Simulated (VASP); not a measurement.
**HfB: single point with PBE**

Crystal: HfB.

```
Hf B
1.0
     0.00000    2.41688    2.41688
     2.50147    0.00000    2.41688
     2.50147    2.41688    0.00000
Hf B
1 1
Cartesian
  2.5015 2.4169 2.4169
  0.0000 0.0000 0.0000
```

```
Program             : VASP 6.6.1
Task                : single point
Functional          : PBE
Potentials or basis : VASP PAW PBE potentials, release 64 (Hf_pv, B)
Cutoff              : 520 eV
k mesh              : 16 × 16 × 16
Occupations         : gaussian, width 0.15 eV
Spin                : no spin polarisation
```

* Pressure: -5.1 GPa
* Band gap on the k mesh: zero (an odd number of electrons rules out a gap without spin polarisation)

Stress tensor (GPa, compression positive):
```
-11.69   0.00   0.00
  0.00  -1.80   0.00
  0.00   0.00  -1.80
```

Levels at points of the mesh, in eV from the Fermi level:
```
           k point  band 5  band 6  band 7  band 8  band 9  band 10
(0.00, 0.00, 0.00)    1.77    2.12    2.12    3.36    3.38     3.52
(0.50, 0.00, 0.00)   -4.52   -1.16   -1.06    5.33    5.54     6.23
(0.50, 0.50, 0.00)   -1.20   -0.73    1.75    1.79    5.15     6.31
(0.00, 0.50, 0.50)   -1.53   -0.69    2.00    2.00    5.16     6.48
```

Wall time 76 s on 1 thread of Intel(R) Xeon(R) 6975P-C (Granite Rapids), with other jobs on the host, peak memory 0.27 GiB.

Caveat: the stress differs along the axes, from -12 to -2 GPa; spin-orbit coupling is left out, which moves the levels of the heavy elements; an odd number of electrons without spin polarisation forces a metal; a magnetic or distorted state may lie lower.
